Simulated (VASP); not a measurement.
## MoS2: single point with PBEsol

The system is MoS2, a slab with vacuum.

```
Mo S
1.0
     3.18413    0.00000    0.00000
    -1.59206    2.75753    0.00000
     0.00000    0.00000   17.33460
Mo S
1 2
Direct
  0.00000 0.02000 0.00000
  0.33333 0.66667 0.08949
  0.33333 0.66667 0.91051
```

```json
{"Program": "VASP 6.6.1", "Task": "single point", "Functional": "PBEsol", "Potentials or basis": "VASP PAW PBE potentials, release 64 (Mo_sv, S)", "Cutoff": "520 eV", "k mesh": "6 × 6 × 1", "Occupations": "fermi-dirac, width 0.1 eV", "Spin": "no spin polarisation"}
```

```
Largest force          : 1.269 eV/Å
Band gap on the k mesh : 1.61 eV (least direct gap 1.66 eV)
```

Forces in eV/Å, atoms in the order of the input:
```
Mo   0.621 -1.107  0.000
S   -0.310  0.553 -0.096
S   -0.310  0.553  0.096
```

Levels at points of the mesh, in eV from the valence-band top:
```tsv
k point	band 9	band 10	band 11	band 12	band 13	band 14	band 15	band 16	band 17	band 18
(0.00, 0.00, 0.00)	-2.63	-1.90	-1.73	-1.27	0.00	2.41	2.88	3.07	3.15	5.42
(0.50, 0.00, 0.00)	-4.14	-3.23	-1.86	-1.14	-0.54	2.20	2.74	3.67	4.50	6.10
(0.00, 0.50, 0.00)	-4.06	-3.14	-1.98	-1.04	-0.72	2.15	2.72	3.95	4.37	6.18
(0.50, 0.50, 0.00)	-4.21	-3.35	-1.76	-1.09	-0.54	2.25	2.75	3.64	4.44	6.01
```

Run time: 2.2 min on 1 thread of Intel Xeon 8259CL, on a shared host, peak memory 0.28 GiB.

Caveat: the PAW data sets were made with another functional, which shifts forces and pressure a little.
